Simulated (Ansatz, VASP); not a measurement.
One calculation of P, two programs

Contents of INCAR:

```
SYSTEM = P
PREC     = Accurate       ! precision mode
ENCUT    = 520            ! plane-wave cutoff, eV
EDIFF    = 1E-6           ! SCF threshold, eV
ISMEAR   = -1             ! smearing method
SIGMA    = 0.05           ! smearing width, eV
LREAL    = .False.        ! projectors in reciprocal space
LASPH    = .True.         ! aspherical terms in the spheres
NELM     = 100            ! most SCF steps
ALGO     = Normal         ! electronic algorithm
ISIF     = 2              ! what is computed and relaxed
LWAVE    = .False.        ! write WAVECAR
LCHARG   = .False.        ! write CHGCAR
GGA      = CA             ! functional
NBANDS   = 18             ! bands
```

KPOINTS

```
regular mesh
0
Gamma
  8 8 6
  0 0 0
```

Contents of POSCAR:

```
P
1.0
    1.6586556482     -5.5012310827      0.0000000000
    1.6586556482      5.5012310827      0.0000000000
    0.0000000000      0.0000000000      4.5737267689
P
4
Direct
    0.9041431300      0.0958568700      0.5888151700
    0.0958568700      0.9041431300      0.4111848300
    0.5958568700      0.4041431300      0.0888151700
    0.4041431300      0.5958568700      0.9111848300
```

input.yaml

```yaml
crystal:
  lattice:
    - [1.6586556482, -5.5012310827, 0.0]
    - [1.6586556482, 5.5012310827, 0.0]
    - [0.0, 0.0, 4.5737267689]
  atoms:
    - { symbol: P, position: [0.90414313, 0.09585687, 0.58881517] }
    - { symbol: P, position: [0.09585687, 0.90414313, 0.41118483] }
    - { symbol: P, position: [0.59585687, 0.40414313, 0.08881517] }
    - { symbol: P, position: [0.40414313, 0.59585687, 0.91118483] }
hamiltonian:
  xc: lda
  pseudopotentials: { kind: paw }
kpoints:
  mp_grid: { grid: [8, 8, 6] }
scf:
  occupations: { method: fermi_dirac, width: 0.05 }
output:
  forces: true
  stress: true
  eigenvalues: true
  write_density: true
  write_potential: true
  elf: true
  volumetric_format: npy
```

Alike in both runs: task single point; functional LDA; k mesh 8 × 8 × 6; occupations fermi-dirac, width 0.05 eV; no spin polarisation.

```csv
,VASP,Ansatz
version,VASP 6.6.1,Ansatz 0.2.0
potentials or method,"VASP PAW LDA potentials, release 64 (P)",Ansatz PAW
plane-wave cutoff (eV),520,420
valence electrons in the cell,20,20
```

Ansatz gave:

| Property | Result |
| --- | --- |
| gap on the k mesh at the Fermi level (eV) | 0.01 |
| least direct gap on the mesh (eV) | 0.01 |
| pressure (GPa) | -3.4 |
| traceless stress, the component that is largest in VASP (GPa) | -0.97 |
| rms of the force components (eV/Å) | 0.059 |

Problem. What did VASP give for the same quantities?

Solution. gap on the k mesh at the Fermi level (eV): 0.02; least direct gap on the mesh (eV): 0.02; pressure (GPa): -3.7; traceless stress, the component that is largest in VASP (GPa): -0.95; rms of the force components (eV/Å): 0.059.

LDA's correlation is that of Perdew and Zunger in VASP and of Perdew and Wang (1992) in Ansatz. Atom by atom the forces differ by 0.024 eV/Å (rms over components).
